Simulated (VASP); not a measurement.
# VB4Os (P-6m2) in VASP: notebook, part 2 of 2

VASP 6.6.1. Earlier steps stand in the parts before.

**4. Single point, PBE, collinear spin, ferromagnetic start**

This run uses another cell than the first one, of 8.46 Å³/atom, 1.056 times its volume.

Input file INCAR:

```
ALGO     = Normal         # electronic algorithm
EDIFF    = 1E-7           # SCF threshold, eV
ENCUT    = 520            # plane-wave cutoff, eV
GGA      = PE             # functional
ISIF     = 2              # what is computed and relaxed
ISMEAR   = -1             # smearing method
ISPIN    = 2              # spin polarisation
LASPH    = T              # aspherical terms in the spheres
LCHARG   = T              # write CHGCAR
LELF     = T              # ELF
LMAXMIX  = 4              # l up to which the mixer works
LORBIT   = 11             # projections on sites
LREAL    = F              # projectors in reciprocal space
LVHAR    = T            
LWAVE    = F              # write WAVECAR
MAGMOM   = 2 0 0 0 0 0    # initial moments
NBANDS   = 30             # bands
NELM     = 150            # most SCF steps
PREC     = Accurate       # precision mode
SIGMA    = 0.15           # smearing width, eV
```

Input file KPOINTS:

```
k-points
0
Gamma
  9 9 3
```

Input file POSCAR:

```
VB4Os
1.0
    2.8287066102      0.0000000000      0.0000000000
   -1.4143537966      2.4497319406      0.0000000000
    0.0000000000      0.0000000000      7.3273466063
V B Os
1 4 1
Direct
    0.0000000000      0.0000000000      0.0000000000
    0.0000000000      0.0000000000      0.7094840000
    0.3333333333      0.6666666667      0.7969230000
    0.3333333333      0.6666666667      0.2030770000
    0.0000000000      0.0000000000      0.2905160000
    0.3333333333      0.6666666667      0.5000000000
```

Potentials or basis: VASP PAW PBE potentials, release 64 (V_sv, B, Os).

The run is started by

```console
cat potpaw_PBE.64/V_sv/POTCAR potpaw_PBE.64/B/POTCAR potpaw_PBE.64/Os/POTCAR > POTCAR
mpirun -np 1 vasp_std > vasp.out
```

OUTCAR:

```text
EDIFF = 1E-7
   ENCUT = 520
   GGA = PE
   ISIF = 2
   ISMEAR = -1
   ISPIN = 2
   LASPH = T
   LORBIT = 11
   LREAL = F
   NELM = 150
   PREC = Accurate

 ion  position               nearest neighbor table
   1  0.000  0.000  0.000-   2 2.13   5 2.13   3 2.21   4 2.21   3 2.21   4 2.21   4 2.21   3 2.21

   2  0.000  0.000  0.709-   3 1.75   3 1.75   3 1.75   1 2.13   6 2.24   6 2.24   6 2.24
   3  0.333  0.667  0.797-   2 1.75   2 1.75   2 1.75   6 2.18   1 2.21   1 2.21   1 2.21
   4  0.333  0.667  0.203-   5 1.75   5 1.75   5 1.75   6 2.18   1 2.21   1 2.21   1 2.21
   5  0.000  0.000  0.291-   4 1.75   4 1.75   4 1.75   1 2.13   6 2.24   6 2.24   6 2.24
   6  0.333  0.667  0.500-   3 2.18   4 2.18   2 2.24   5 2.24   2 2.24   5 2.24   2 2.24   5 2.24

  LATTYP: Found a hexagonal cell.
 ALAT       =     2.8287066102
[... 1727 lines left out ...]
      0.00000      0.00000      0.00000         0.000000      0.000000     -0.000000
      0.00000      0.00000      5.19864        -0.000000      0.000000     -0.032973
     -0.00000      1.63315      5.83933        -0.000000     -0.000000      0.252799
     -0.00000      1.63315      1.48802         0.000000      0.000000     -0.252799
      0.00000      0.00000      2.12871        -0.000000     -0.000000      0.032973
     -0.00000      1.63315      3.66367         0.000000     -0.000000     -0.000000
 -----------------------------------------------------------------------------------
    total drift:                                0.000004      0.000001      0.000000

  FREE ENERGIE OF THE ION-ELECTRON SYSTEM (eV)
  ---------------------------------------------------
  free  energy   TOTEN  =       -48.8002772972 eV

  energy  without entropy=      -48.6562181764  energy(sigma->0) =      -48.72824774

 total charge

# of ion       s       p       d       tot
------------------------------------------
    1        2.289   6.330   3.211  11.830
    2        0.709   1.312   0.000   2.022
    3        0.718   1.317   0.000   2.035
    4        0.718   1.317   0.000   2.035
    5        0.709   1.312   0.000   2.022
    6        0.644   0.933   6.204   7.782
--------------------------------------------------
tot          5.786  12.523   9.415  27.724

 magnetization (x)

# of ion       s       p       d       tot
------------------------------------------
    1       -0.000  -0.000   0.000   0.000
    2        0.000  -0.000   0.000   0.000
    3       -0.000  -0.000   0.000  -0.000
    4       -0.000  -0.000   0.000  -0.000
    5        0.000  -0.000   0.000   0.000
    6       -0.000  -0.000   0.000  -0.000
--------------------------------------------------
tot         -0.000  -0.000   0.000  -0.000
```

OSZICAR:

```text
N       E                     dE             d eps       ncg     rms          rms(c)
DAV:   1     0.250321217534E+03    0.25032E+03   -0.15150E+04  2880   0.110E+03
DAV:   2    -0.456160784687E+02   -0.29594E+03   -0.27624E+03  3012   0.347E+02
DAV:   3    -0.591250636080E+02   -0.13509E+02   -0.13137E+02  3550   0.743E+01
DAV:   4    -0.592907378913E+02   -0.16567E+00   -0.16497E+00  3444   0.824E+00
DAV:   5    -0.592921966797E+02   -0.14588E-02   -0.14584E-02  3492   0.756E-01    0.461E+01
DAV:   6    -0.500789540760E+02    0.92132E+01   -0.26823E+01  3698   0.500E+01    0.106E+01
DAV:   7    -0.492990696912E+02    0.77988E+00   -0.94858E+00  3642   0.267E+01    0.101E+01
DAV:   8    -0.491604373255E+02    0.13863E+00   -0.25283E+00  3858   0.137E+01    0.887E+00
DAV:   9    -0.488066502563E+02    0.35379E+00   -0.83916E-01  3582   0.766E+00    0.218E+00
DAV:  10    -0.488006585359E+02    0.59917E-02   -0.32078E-02  3350   0.121E+00    0.776E-01
DAV:  11    -0.488004714632E+02    0.18707E-03   -0.39176E-03  3358   0.394E-01    0.206E-01
DAV:  12    -0.488003144276E+02    0.15704E-03   -0.37429E-04  3428   0.167E-01    0.129E-01
DAV:  13    -0.488002772683E+02    0.37159E-04   -0.96164E-05  3410   0.589E-02    0.486E-02
DAV:  14    -0.488002776185E+02   -0.35026E-06   -0.17627E-05  3750   0.314E-02    0.104E-02
DAV:  15    -0.488002775082E+02    0.11033E-06   -0.20641E-06  3328   0.115E-02    0.567E-03
DAV:  16    -0.488002773464E+02    0.16175E-06   -0.30815E-07  3420   0.332E-03    0.233E-03
DAV:  17    -0.488002772972E+02    0.49257E-07   -0.54651E-08  1932   0.191E-03
   1 F= -.48800277E+02 E0= -.48728248E+02  d E =-.144059E+00  mag=     0.0000
```

stdout:

```text
POSCAR found type information on POSCAR V B Os
 POSCAR found :  3 types and       6 ions
 scaLAPACK will be used
 LDA part: xc-table for (Slater+PW92), standard interpolation
 POSCAR, INCAR and KPOINTS ok, starting setup
 FFT: planning ... GRIDC
 FFT: planning ... GRID_SOFT
 FFT: planning ... GRID
 WAVECAR not read
 entering main loop
```

It took 46 s on 1 thread of Intel Xeon 6975P-C (Granite Rapids), shared host; peak memory 0.23 GiB.

What came out:

- Free energy: -48.8003 eV
- Pressure: 16.9 GPa
- Largest force: 0.253 eV/Å
- Net moment: 0.00 μB per cell
- Valence electrons inside the program's atomic spheres: V 11.83; B 2.02, 2.04; Os 7.78

Forces on the atoms (eV/Å):
```
V    0.000  0.000  0.000
B    0.000  0.000 -0.033
B    0.000  0.000  0.253
B    0.000  0.000 -0.253
B    0.000  0.000  0.033
Os   0.000  0.000  0.000
```

Caveat: spin-orbit coupling is left out, which moves the levels of the heavy elements.

**5. The runs side by side**

| cell | gap on the mesh (eV) | pressure (GPa) | moment (μB) | largest force (eV/Å) |
| --- | --- | --- | --- | --- |
| a = 2.778, b = 2.778, c = 7.196 Å, angles 90.0, 90.0, 120.0°, 6 atoms | none | 38.8 | 0.00 | 0.56 |
| a = 2.804, b = 2.804, c = 7.262 Å, angles 90.0, 90.0, 120.0°, 6 atoms | none | 27.1 | 0.00 | 0.40 |
| a = 2.829, b = 2.829, c = 7.327 Å, angles 90.0, 90.0, 120.0°, 6 atoms | none | 16.9 | 0.00 | 0.25 |

Alike in all rows: task single point; level PBE; potentials or basis VASP PAW PBE potentials, release 64 (V_sv, B, Os); spin collinear, ferromagnetic start; k mesh 9 × 9 × 3; cutoff (eV) 520; smearing fermi-dirac 0.15 eV.

Caveats: spin-orbit coupling is left out, which moves the levels of the heavy elements.

Absolute energies hang on the potentials; compare differences alone.
